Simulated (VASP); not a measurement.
## Al6H: single point with PBE

System: Al6H, a slab with vacuum.

```
Al H
1.0
     5.71430    0.00000    0.00000
    -2.85715    4.94873    0.00000
     0.00000    0.00000   22.60164
Al H
12 2
Cartesian
  1.4286 0.8248 4.0000
  0.0000 3.2992 4.0000
  4.2857 0.8248 4.0000
  2.8572 3.2992 4.0000
  0.0000 1.6496 6.3009
  -1.4286 4.1239 6.3009
  2.8572 1.6496 6.3009
  1.4286 4.1239 6.3009
  0.0000 0.0000 8.6016
  -1.4286 2.4744 8.6016
  2.8572 0.0000 8.6016
  1.4286 2.4744 8.6016
  1.0536 0.8248 11.6016
  1.8036 0.8248 11.6016
```

```yaml
Program: VASP 6.6.1
Task: single point
Functional: PBE
Potentials_or_basis: VASP PAW PBE potentials, release 64 (Al, H)
Cutoff: 520 eV
k_mesh: 6 × 6 × 1
Occupations: gaussian, width 0.1 eV
Spin: no spin polarisation
Dipole_correction: yes
Further_INCAR_settings: ALGO = Normal; EDIFF = 1e-07; NBANDS = 32
```

| Item | Value |
| --- | --- |
| Largest force | 0.084 eV/Å |
| Band gap on the k mesh | zero (bands 19 and 20 overlap by 1.02 eV) |

Forces on the atoms (eV/Å):
```
Al   0.000  0.001 -0.004
Al  -0.003 -0.003  0.000
Al   0.000  0.005  0.001
Al   0.003 -0.003  0.000
Al   0.009 -0.003 -0.011
Al   0.000  0.009 -0.013
Al  -0.009 -0.003 -0.011
Al   0.000 -0.002  0.014
Al   0.005 -0.002 -0.043
Al   0.000  0.003  0.010
Al  -0.005 -0.002 -0.043
Al   0.000 -0.004 -0.038
H   -0.046  0.002  0.070
H    0.046  0.002  0.070
```

Levels at points of the mesh, in eV from the Fermi level:
| k point | band 17 | band 18 | band 19 | band 20 | band 21 | band 22 |
| --- | --- | --- | --- | --- | --- | --- |
| (0.00, 0.00, 0.00) | -2.72 | -0.40 | -0.39 | -0.38 | -0.17 | -0.15 |
| (0.50, 0.00, 0.00) | -0.49 | -0.22 | -0.21 | 0.94 | 0.95 | 1.29 |
| (0.00, 0.50, 0.00) | -0.49 | -0.22 | -0.21 | 0.94 | 0.95 | 1.27 |

Wall time 13 min on 1 thread of Intel(R) Xeon(R) Platinum 8488C (Sapphire Rapids), on a shared host, peak memory 0.72 GiB.
